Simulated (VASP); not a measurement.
A run of VASP 6.6.1 is set up as follows.

INCAR

```
PREC = Accurate
ENCUT = 520
EDIFF = 1E-6
ISMEAR = 0
SIGMA = 0.02
LREAL = F
LASPH = T
NELM = 80
ALGO = Normal
ISIF = 2
LWAVE = F
LCHARG = T
GGA = PE
LELF = T
LVHAR = T
NBANDS = 15
```

File KPOINTS:

```
regular mesh
0
Gamma
  8 8 8
```

Contents of POSCAR:

```
CaSe
1.0
    0.0000000000      2.8871607720      2.8871607720
    2.8871607720      0.0000000000      2.8871607720
    2.8871607720      2.8871607720      0.0000000000
Ca Se
1 1
Direct
    0.0000000000      0.0000000000      0.0000000000
    0.5000000000      0.5000000000      0.5000000000
```

Potentials or basis: VASP PAW PBE potentials, release 64 (Ca_sv, Se).

Run with:

```sh
$ cat potpaw_PBE.64/Ca_sv/POTCAR potpaw_PBE.64/Se/POTCAR > POTCAR
$ mpirun -np 1 vasp_std > vasp.out
```

Task: What does it give for the band gap on the k mesh?

Result: 1.83 eV, indirect (least direct gap 2.84 eV).

Task: Predict the pressure.

Result: 5.7 GPa.

 A k mesh can miss the band edges.
